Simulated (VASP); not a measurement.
# GdO (Pm-3m) in VASP: notebook, part 2 of 2

VASP 6.6.1.

**3. Single point, PBE+U, collinear spin, ferromagnetic start (14.22 Å³/atom)**

This run uses another cell than the first one, of 14.22 Å³/atom.

File INCAR:

```
SYSTEM = GdO
PREC = Accurate ; ENCUT = 520
EDIFF = 1E-6 ; ISMEAR = 0
SIGMA = 0.05 ; LREAL = .False.
LASPH = .True. ; NELM = 150
ALGO = Normal ; ISIF = 2
LWAVE = .False. ; LCHARG = .False.
ISPIN = 2 ; MAGMOM = 7.92 -0.03
LORBIT = 11 ; LMAXMIX = 6
LDAU = .True. ; LDAUTYPE = 2
LDAUL = 3 -1 ; LDAUU = 6 0
LDAUJ = 0 0 ; LDAUPRINT = 1
GGA = PE ; NBANDS = 23
```

File KPOINTS:

```
Automatic mesh
0
Gamma
  10 10 10
  0 0 0
```

File POSCAR:

```
GdO
1.0
    3.0526038079      0.0000000000      0.0000000000
    0.0000000000      3.0526038079      0.0000000000
    0.0000000000      0.0000000000      3.0526038079
Gd O
1 1
Direct
    0.0000000000      0.0000000000      0.0000000000
    0.5000000000      0.5000000000      0.5000000000
```

Potentials or basis: VASP PAW PBE potentials, release 64 (Gd, O).

The run is started by

```
cat potpaw_PBE.64/Gd/POTCAR potpaw_PBE.64/O/POTCAR > POTCAR
mpirun -np 1 vasp_std > vasp.out
```

OUTCAR:

```text
SYSTEM = GdO
   PREC = Accurate
   ENCUT = 520
   EDIFF = 1E-6
   ISMEAR = 0
   LREAL = .False.
   LASPH = .True.
   NELM = 150
   ISIF = 2
   ISPIN = 2
   LORBIT = 11
   GGA = PE

 ion  position               nearest neighbor table
   1  0.000  0.000  0.000-   2 2.64   2 2.64   2 2.64   2 2.64   2 2.64   2 2.64   2 2.64   2 2.64

   2  0.500  0.500  0.500-   1 2.64   1 2.64   1 2.64   1 2.64   1 2.64   1 2.64   1 2.64   1 2.64

  LATTYP: Found a simple cubic cell.
 ALAT       =     3.0526038079

  Lattice vectors:

 A1 = (   3.0526038079,   0.0000000000,   0.0000000000)
 A2 = (   0.0000000000,   3.0526038079,   0.0000000000)
 A3 = (   0.0000000000,   0.0000000000,   3.0526038079)

Analysis of symmetry for initial positions (statically):
=====================================================================
 Subroutine PRICEL returns:
 Original cell was already a primitive cell.

 Routine SETGRP: Setting up the symmetry group for a
 simple cubic supercell.

 Subroutine GETGRP returns: Found 48 space group operations
 (whereof 48 operations were pure point group operations)
 out of a pool of 48 trial point group operations.

The static configuration has the point symmetry O_h .

Analysis of symmetry for dynamics (positions and initial velocities):
=====================================================================
 Subroutine PRICEL returns:
 Original cell was already a primitive cell.

 Routine SETGRP: Setting up the symmetry group for a
 simple cubic supercell.

[... 199 lines left out ...]
  o =  0.9909  v =  0.0000 -0.0000 -0.0000  0.0000  0.2004 -0.9673  0.1552  0.0000  0.0000  0.0000  0.0000  0.0000  0.0000  0.0000      0.0000  0.0000  0.0000  0.0000  0.0000  0.0000  0.0000  0.0000  0.0000  0.0000  0.0000  0.0000  0.0000  0.0000
  o =  0.9957  v =  0.0000  1.0000 -0.0000 -0.0000  0.0000 -0.0000 -0.0000  0.0000  0.0000  0.0000  0.0000  0.0000  0.0000  0.0000      0.0000  0.0000  0.0000  0.0000  0.0000  0.0000  0.0000  0.0000  0.0000  0.0000  0.0000  0.0000  0.0000  0.0000

 number of electron      24.0000003 magnetization       7.5438892

 Free energy of the ion-electron system (eV)
  ---------------------------------------------------
  ext. energy  EPLUGINS =         0.00000000
  ---------------------------------------------------
  free energy    TOTEN  =       -20.62388798 eV

  energy without entropy =      -20.62280539  energy(sigma->0) =      -20.62334669

 E-fermi :   6.7166     XC(G=0): -12.0507

 val. band max:        6.6707208788   @ k =   0.5000   0.5000   0.0000
 cond. band min:       6.7281068996   @ k =   0.2000   0.2000   0.1000
 fundamental gap:      0.0573860208
 Fermi energy:         6.7165816869

 spin component 1

 k-point     1 :       0.0000    0.0000    0.0000
  band No.  band energies     occupation
      1     -39.8260      1.00000
      2     -16.4819      1.00000
      3     -16.4819      1.00000
      4     -16.4819      1.00000
      5     -13.3329      1.00000
      6      -2.1774      1.00000
[... 1241 lines left out ...]
     22      19.4443      0.00000
     23      21.5601      0.00000

 [... further k-points ...]

------------------------ aborting loop because EDIFF is reached ----------------------------------------

  FORCE on cell =-STRESS in cart. coord.  units (eV):
  Direction    XX          YY          ZZ          XY          YZ          ZX
  --------------------------------------------------------------------------------------
  -------------------------------------------------------------------------------------
  Total       -0.4582629     -0.4582629     -0.4582629      0.0000000     -0.0000000      0.0000000
  in kB      -25.8115449    -25.8115449    -25.8115449      0.0000000     -0.0000000      0.0000000
  external PRESSURE =     -25.8115449 kB  Pullay stress =       0.0000000 kB

 VOLUME and BASIS-vectors are now :
 -----------------------------------------------------------------------------
  energy-cutoff  :      520.00
  volume of cell :       28.45
      direct lattice vectors                 reciprocal lattice vectors
     3.052603808  0.000000000  0.000000000     0.327589187  0.000000000  0.000000000
     0.000000000  3.052603808  0.000000000     0.000000000  0.327589187  0.000000000
     0.000000000  0.000000000  3.052603808     0.000000000  0.000000000  0.327589187

 POSITION                                       TOTAL-FORCE (eV/Angst)
 -----------------------------------------------------------------------------------
      0.00000      0.00000      0.00000         0.000000      0.000000      0.000000
      1.52630      1.52630      1.52630         0.000000      0.000000      0.000000
 -----------------------------------------------------------------------------------
    total drift:                                0.000000      0.000000     -0.000000

  FREE ENERGIE OF THE ION-ELECTRON SYSTEM (eV)
  ---------------------------------------------------
  free  energy   TOTEN  =       -20.6238879847 eV

  energy  without entropy=      -20.6228053938  energy(sigma->0) =      -20.62334669

 total charge

# of ion       s       p       d       f       tot
--------------------------------------------------
    1        2.021   5.587   0.767   6.963  15.338
    2        1.551   3.388   0.000   0.000   4.940
--------------------------------------------------
tot          3.572   8.976   0.767   6.963  20.278

 magnetization (x)

# of ion       s       p       d       f       tot
--------------------------------------------------
    1        0.005  -0.081   0.303   6.905   7.133
    2       -0.000  -0.047   0.000   0.000  -0.047
--------------------------------------------------
tot          0.004  -0.127   0.303   6.905   7.086
```

OSZICAR:

```text
N       E                     dE             d eps       ncg     rms          rms(c)
DAV:   1     0.149639962816E+03    0.14964E+03   -0.86618E+03  7372   0.570E+03
DAV:   2     0.617431475505E+00   -0.14902E+03   -0.12879E+03  7198   0.518E+02
DAV:   3    -0.151630803222E+02   -0.15781E+02   -0.15504E+02  7578   0.112E+02
DAV:   4    -0.170442086079E+02   -0.18811E+01   -0.18683E+01  9826   0.264E+01
DAV:   5    -0.171215622456E+02   -0.77354E-01   -0.77319E-01  7459   0.603E+00    0.332E+01
DAV:   6    -0.206633034137E+02   -0.35417E+01   -0.15702E+01  7435   0.144E+02    0.678E+01
DAV:   7    -0.205886151459E+02    0.74688E-01   -0.16108E+00  8166   0.147E+01    0.513E+01
DAV:   8    -0.205314142511E+02    0.57201E-01   -0.31239E-01  8476   0.126E+01    0.264E+01
DAV:   9    -0.206090889992E+02   -0.77675E-01   -0.25858E-01  7709   0.128E+01    0.646E+00
DAV:  10    -0.206227059081E+02   -0.13617E-01   -0.41066E-02  8149   0.229E+00    0.395E+00
DAV:  11    -0.206237405335E+02   -0.10346E-02   -0.55065E-03  8161   0.115E+00    0.150E+00
DAV:  12    -0.206239003326E+02   -0.15980E-03   -0.10180E-03  8981   0.621E-01    0.359E-01
DAV:  13    -0.206238846361E+02    0.15697E-04   -0.24706E-04  8738   0.186E-01    0.736E-02
DAV:  14    -0.206238870295E+02   -0.23935E-05   -0.30253E-05  9075   0.635E-02    0.658E-02
DAV:  15    -0.206238886708E+02   -0.16413E-05   -0.29193E-06  6811   0.391E-02    0.387E-02
DAV:  16    -0.206238879847E+02    0.68615E-06   -0.10771E-06  5019   0.218E-02
   1 F= -.20623888E+02 E0= -.20623347E+02  d E =-.108259E-02  mag=     7.5439
```

Run time: 54 s. Hardware: 1 thread of Intel Xeon Platinum 8375C at 2.90GHz (Ice Lake), shared host; peak memory 0.2 GiB.

Results:

```
Free energy                                           : -20.6239 eV
Pressure                                              : -2.6 GPa
Net moment                                            : 7.54 μB per cell
Site moments                                          : Gd +7.13; O -0.05 μB
Valence electrons inside the program's atomic spheres : Gd 15.34; O 4.94
```

Eigenvalues of the final occupation matrices:
```csv
site,spin,trace,eigenvalues
site 1 f,1,6.94,0.99 0.99 0.99 0.99 0.99 0.99 1.00
site 1 f,2,0.03,0.00 0.00 0.00 0.00 0.00 0.00 0.01
```

Caveat: spin-orbit coupling is left out, which moves the levels of the heavy elements; a cell with one magnetic atom can't hold antiferromagnetic order, which such compounds often take.

**4. Single point, PBE+U, collinear spin (14.50 Å³/atom)**

This run uses another cell than the first one, of 14.50 Å³/atom.

File INCAR:

```
PREC = Accurate
ENCUT = 520
EDIFF = 1E-6
ISMEAR = 0
SIGMA = 0.05
LREAL = False
LASPH = True
NELM = 150
ALGO = Normal
ISIF = 2
LWAVE = False
LCHARG = False
ISPIN = 2
MAGMOM = 7.94 -0.04
LORBIT = 11
LMAXMIX = 6
LDAU = True
LDAUTYPE = 2
LDAUL = 3 -1
LDAUU = 6 0
LDAUJ = 0 0
LDAUPRINT = 1
GGA = PE
NBANDS = 23
```

File KPOINTS:

```
regular mesh
0
Gamma
  10 10 10
```

File POSCAR:

```
GdO
1.0
    3.0724264660      0.0000000000      0.0000000000
    0.0000000000      3.0724264660      0.0000000000
    0.0000000000      0.0000000000      3.0724264660
Gd O
1 1
Direct
    0.0000000000      0.0000000000      0.0000000000
    0.5000000000      0.5000000000      0.5000000000
```

The run is started by

```
cat potpaw_PBE.64/Gd/POTCAR potpaw_PBE.64/O/POTCAR > POTCAR
mpirun -np 1 vasp_std > vasp.out
```

Wall time 57 s (1 thread of Intel Xeon Platinum 8375C at 2.90GHz (Ice Lake), shared host); peak memory 0.2 GiB.

The run converged. Its results:

* Free energy: -20.6116 eV
* Pressure: -4.8 GPa
* Net moment: 7.56 μB per cell
* Site moments: Gd +7.14; O -0.05 μB
* Valence electrons inside the program's atomic spheres: Gd 15.32; O 4.93

Levels at points of the mesh, in eV from the Fermi level:
Spin up:
```
           k point  band 14  band 15  band 16  band 17  band 18  band 19
(0.00, 0.00, 0.00)    -4.07    -4.07    -2.88    -2.88    -0.52     5.32
(0.50, 0.00, 0.00)    -4.88    -4.88    -1.89     2.28     4.27     4.27
(0.50, 0.50, 0.00)    -5.36    -3.90    -1.55    -0.46     2.32     2.32
(0.50, 0.50, 0.50)    -7.41    -7.41     3.55     3.55     3.55     8.09
```
Spin down:
```tsv
k point	band 5	band 6	band 7	band 8	band 9	band 10	band 11	band 12
(0.00, 0.00, 0.00)	-19.94	-4.21	-4.21	-4.21	-1.47	-1.47	0.59	2.29
(0.50, 0.00, 0.00)	-18.45	-7.25	-4.83	-4.83	-0.30	1.85	2.15	2.36
(0.50, 0.50, 0.00)	-19.54	-5.33	-5.33	-4.21	-0.03	0.45	2.22	2.22
(0.50, 0.50, 0.50)	-19.14	-7.21	-7.21	-7.21	2.35	2.35	2.35	2.39
```

Eigenvalues of the final occupation matrices:
| site | spin | trace | eigenvalues |
| --- | --- | --- | --- |
| site 1 f | 1 | 6.94 | 0.99 0.99 0.99 0.99 0.99 0.99 1.00 |
| site 1 f | 2 | 0.03 | 0.00 0.00 0.00 0.00 0.00 0.00 0.01 |

Caveat: the cell stands under tension; spin-orbit coupling is left out, which moves the levels of the heavy elements; a cell with one magnetic atom can't hold antiferromagnetic order, which such compounds often take.

**5. Single point, PBE+U, collinear spin (14.92 Å³/atom)**

This run uses another cell than the first one, of 14.92 Å³/atom.

File INCAR:

```
ALGO = Normal
EDIFF = 1E-6
ENCUT = 520
GGA = PE
ISIF = 2
ISMEAR = 0
ISPIN = 2
LASPH = True
LCHARG = False
LDAU = True
LDAUJ = 0 0
LDAUL = 3 -1
LDAUPRINT = 1
LDAUTYPE = 2
LDAUU = 6 0
LMAXMIX = 6
LORBIT = 11
LREAL = False
LWAVE = False
MAGMOM = 7.95 -0.04
NBANDS = 23
NELM = 150
PREC = Accurate
SIGMA = 0.05
```

File KPOINTS:

```
k-points
0
Gamma
  10 10 10
```

File POSCAR:

```
GdO
1.0
    3.1016894316      0.0000000000      0.0000000000
    0.0000000000      3.1016894316      0.0000000000
    0.0000000000      0.0000000000      3.1016894316
Gd O
1 1
Direct
    0.0000000000      0.0000000000      0.0000000000
    0.5000000000      0.5000000000      0.5000000000
```

Potentials or basis: VASP PAW PBE potentials, release 64 (Gd, O).

The run is started by

```
cat potpaw_PBE.64/Gd/POTCAR potpaw_PBE.64/O/POTCAR > POTCAR
mpirun -np 1 vasp_std > vasp.out
```

OUTCAR:

```text
EDIFF = 1E-6
   ENCUT = 520
   GGA = PE
   ISIF = 2
   ISMEAR = 0
   ISPIN = 2
   LASPH = True
   LORBIT = 11
   LREAL = False
   NELM = 150
   PREC = Accurate

 ion  position               nearest neighbor table
   1  0.000  0.000  0.000-   2 2.69   2 2.69   2 2.69   2 2.69   2 2.69   2 2.69   2 2.69   2 2.69

   2  0.500  0.500  0.500-   1 2.69   1 2.69   1 2.69   1 2.69   1 2.69   1 2.69   1 2.69   1 2.69

  LATTYP: Found a simple cubic cell.
 ALAT       =     3.1016894316

  Lattice vectors:

 A1 = (   3.1016894316,   0.0000000000,   0.0000000000)
 A2 = (   0.0000000000,   3.1016894316,   0.0000000000)
 A3 = (   0.0000000000,   0.0000000000,   3.1016894316)

Analysis of symmetry for initial positions (statically):
=====================================================================
 Subroutine PRICEL returns:
 Original cell was already a primitive cell.

 Routine SETGRP: Setting up the symmetry group for a
 simple cubic supercell.

 Subroutine GETGRP returns: Found 48 space group operations
 (whereof 48 operations were pure point group operations)
 out of a pool of 48 trial point group operations.

The static configuration has the point symmetry O_h .

Analysis of symmetry for dynamics (positions and initial velocities):
=====================================================================
 Subroutine PRICEL returns:
 Original cell was already a primitive cell.

 Routine SETGRP: Setting up the symmetry group for a
 simple cubic supercell.

 Subroutine GETGRP returns: Found 48 space group operations
 (whereof 48 operations were pure point group operations)
[... 198 lines left out ...]
  o =  0.9951  v =  0.0000 -1.0000 -0.0000  0.0000  0.0000  0.0000  0.0000  0.0000  0.0000  0.0000  0.0000  0.0000  0.0000  0.0000      0.0000  0.0000  0.0000  0.0000  0.0000  0.0000  0.0000  0.0000  0.0000  0.0000  0.0000  0.0000  0.0000  0.0000

 number of electron      24.0000016 magnetization       7.5692692

 Free energy of the ion-electron system (eV)
  ---------------------------------------------------
  ext. energy  EPLUGINS =         0.00000000
  ---------------------------------------------------
  free energy    TOTEN  =       -20.58039543 eV

  energy without entropy =      -20.57930570  energy(sigma->0) =      -20.57985057

 E-fermi :   6.2934     XC(G=0): -11.7816

 val. band max:        6.2880618817   @ k =   0.5000   0.1000   0.0000
 cond. band min:       6.2980480522   @ k =   0.2000   0.2000   0.1000
 fundamental gap:      0.0099861705
 Fermi energy:         6.2933943320

 spin component 1

 k-point     1 :       0.0000    0.0000    0.0000
  band No.  band energies     occupation
      1     -40.2488      1.00000
      2     -16.9833      1.00000
      3     -16.9833      1.00000
      4     -16.9833      1.00000
      5     -13.4556      1.00000
      6      -2.6474      1.00000
[... 1241 lines left out ...]
     22      18.7958      0.00000
     23      20.4836      0.00000

 [... further k-points ...]

------------------------ aborting loop because EDIFF is reached ----------------------------------------

  FORCE on cell =-STRESS in cart. coord.  units (eV):
  Direction    XX          YY          ZZ          XY          YZ          ZX
  --------------------------------------------------------------------------------------
  -------------------------------------------------------------------------------------
  Total       -1.4010238     -1.4010238     -1.4010238     -0.0000000      0.0000000      0.0000000
  in kB      -75.2248188    -75.2248188    -75.2248188     -0.0000000      0.0000000      0.0000000
  external PRESSURE =     -75.2248188 kB  Pullay stress =       0.0000000 kB

 VOLUME and BASIS-vectors are now :
 -----------------------------------------------------------------------------
  energy-cutoff  :      520.00
  volume of cell :       29.84
      direct lattice vectors                 reciprocal lattice vectors
     3.101689432  0.000000000  0.000000000     0.322404942  0.000000000  0.000000000
     0.000000000  3.101689432  0.000000000     0.000000000  0.322404942  0.000000000
     0.000000000  0.000000000  3.101689432     0.000000000  0.000000000  0.322404942

 POSITION                                       TOTAL-FORCE (eV/Angst)
 -----------------------------------------------------------------------------------
      0.00000      0.00000      0.00000         0.000000      0.000000      0.000000
      1.55084      1.55084      1.55084         0.000000      0.000000      0.000000
 -----------------------------------------------------------------------------------
    total drift:                                0.000000      0.000000     -0.000000

  FREE ENERGIE OF THE ION-ELECTRON SYSTEM (eV)
  ---------------------------------------------------
  free  energy   TOTEN  =       -20.5803954310 eV

  energy  without entropy=      -20.5793057041  energy(sigma->0) =      -20.57985057

 total charge

# of ion       s       p       d       f       tot
--------------------------------------------------
    1        2.021   5.583   0.737   6.959  15.299
    2        1.552   3.367   0.000   0.000   4.919
--------------------------------------------------
tot          3.573   8.949   0.737   6.959  20.218

 magnetization (x)

# of ion       s       p       d       f       tot
--------------------------------------------------
    1        0.006  -0.082   0.307   6.908   7.139
    2        0.000  -0.050   0.000   0.000  -0.050
--------------------------------------------------
tot          0.006  -0.132   0.307   6.908   7.089
```

It took 56 s on 1 thread of Intel Xeon Platinum 8375C at 2.90GHz (Ice Lake), shared host; peak memory 0.2 GiB.

What came out:

| Item | Value |
| --- | --- |
| Free energy | -20.5804 eV |
| Pressure | -7.5 GPa |
| Net moment | 7.57 μB per cell |
| Site moments | Gd +7.14; O -0.05 μB |
| Valence electrons inside the program's atomic spheres | Gd 15.30; O 4.92 |

Eigenvalues of the final occupation matrices:
| site | spin | trace | eigenvalues |
| --- | --- | --- | --- |
| site 1 f | 1 | 6.94 | 0.99 0.99 0.99 0.99 0.99 0.99 1.00 |
| site 1 f | 2 | 0.03 | 0.00 0.00 0.00 0.00 0.00 0.00 0.01 |

Caveat: the cell stands under tension; spin-orbit coupling is left out, which moves the levels of the heavy elements; a cell with one magnetic atom can't hold antiferromagnetic order, which such compounds often take.

**6. Overview**

| spin | U | cell | gap on the mesh (eV) | pressure (GPa) | moment (μB) |
| --- | --- | --- | --- | --- | --- |
| collinear, ferromagnetic start | Gd f U = 5.0 eV | a = 3.033 Å, 2 atoms | none | -0.4 | 7.51 |
| collinear, ferromagnetic start | Gd f U = 6.0 eV | a = 3.053 Å, 2 atoms | none | -2.6 | 7.54 |
| collinear | Gd f U = 6.0 eV | a = 3.072 Å, 2 atoms | none | -4.8 | 7.56 |
| collinear | Gd f U = 6.0 eV | a = 3.102 Å, 2 atoms | none | -7.5 | 7.57 |

Alike in all rows: task single point; level PBE+U; potentials or basis VASP PAW PBE potentials, release 64 (Gd, O); k mesh 10 × 10 × 10; cutoff (eV) 520; smearing gaussian 0.05 eV.

Caveats: spin-orbit coupling is left out, which moves the levels of the heavy elements; a cell with one magnetic atom can't hold antiferromagnetic order, which such compounds often take; the cell stands under tension (at least some runs).

Absolute energies hang on the potentials; compare differences alone.

The gap in the log of VASP goes by the Fermi energy; the results here count the filled bands.